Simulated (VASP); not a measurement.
Wanted: the native input for a VASP 6.6.1 run.

```
Task                    : single point
Functional              : PBE
Potentials or basis     : VASP PAW PBE potentials, release 64 (Pd, Pb_d, Se, Mg)
Cutoff                  : 520 eV
k mesh                  : 7 × 7 × 7
Occupations             : gaussian, width 0.1017 eV
Spin                    : no spin polarisation
Dipole correction       : no
k mesh for the DOS      : 11 × 11 × 11
Occupations for the DOS : tetrahedron
Further INCAR settings  : ALGO = Normal; EDIFF = 1e-06
```

The system is MgPd6Pb2Se.

```
CELL_PARAMETERS angstrom
0.00000 4.33924 4.33924
4.33924 0.00000 4.33924
4.33924 4.33924 0.00000
ATOMIC_POSITIONS crystal
Pd 0.73930 0.26070 0.26070
Pd 0.26070 0.73930 0.26070
Pd 0.26070 0.73930 0.73930
Pd 0.73930 0.26070 0.73930
Pd 0.26070 0.26070 0.73930
Pd 0.73930 0.73930 0.26070
Pb 0.25000 0.25000 0.25000
Pb 0.75000 0.75000 0.75000
Se 0.50000 0.50000 0.50000
Mg 0.00000 0.00000 0.00000
```

The input as run:

POSCAR

```
MgPd6Pb2Se
1.0
    0.0000000000      4.3392410000      4.3392410000
    4.3392410000      0.0000000000      4.3392410000
    4.3392410000      4.3392410000      0.0000000000
Pd Pb Se Mg
6 2 1 1
Direct
    0.7393000000      0.2607000000      0.2607000000
    0.2607000000      0.7393000000      0.2607000000
    0.2607000000      0.7393000000      0.7393000000
    0.7393000000      0.2607000000      0.7393000000
    0.2607000000      0.2607000000      0.7393000000
    0.7393000000      0.7393000000      0.2607000000
    0.2500000000      0.2500000000      0.2500000000
    0.7500000000      0.7500000000      0.7500000000
    0.5000000000      0.5000000000      0.5000000000
    0.0000000000      0.0000000000      0.0000000000
```

INCAR.step1

```
PREC = Accurate
ENCUT = 520
EDIFF = 1E-6
ISMEAR = 0
SIGMA = 0.1017
LREAL = F
LASPH = T
NELM = 100
ALGO = Normal
ISIF = 2
LWAVE = F
LCHARG = T
LMAXMIX = 4
GGA = PE
NBANDS = 59
```

KPOINTS.step1

```
regular mesh
0
Gamma
  7 7 7
```

INCAR.step2

```
PREC = Accurate
ENCUT = 520
EDIFF = 1E-6
ISMEAR = -5
SIGMA = 0.1017
LREAL = F
LASPH = T
NELM = 100
ALGO = Normal
ISIF = 2
LWAVE = F
LCHARG = F
LMAXMIX = 4
GGA = PE
LORBIT = 10
NEDOS = 2001
ICHARG = 11
```

KPOINTS.step2

```
regular mesh
0
Gamma
  11 11 11
```

Potentials or basis: VASP PAW PBE potentials, release 64 (Pd, Pb_d, Se, Mg).

Run with:

```console
$ cat potpaw_PBE.64/Pd/POTCAR potpaw_PBE.64/Pb_d/POTCAR potpaw_PBE.64/Se/POTCAR potpaw_PBE.64/Mg/POTCAR > POTCAR
$ cp INCAR.step1 INCAR
$ cp KPOINTS.step1 KPOINTS
$ mpirun -np 1 vasp_std > vasp.out
$ cp INCAR.step2 INCAR
$ cp KPOINTS.step2 KPOINTS
$ mpirun -np 1 vasp_std > vasp.out
```

Results of the run:

* Valence electrons inside the program's atomic spheres: Pd 9.91; Pb 11.98; Se 4.59; Mg 0.72

It took 6.3 min on 1 thread of Intel(R) Xeon(R) Platinum 8488C (Sapphire Rapids), on a shared host, peak memory 0.62 GiB.
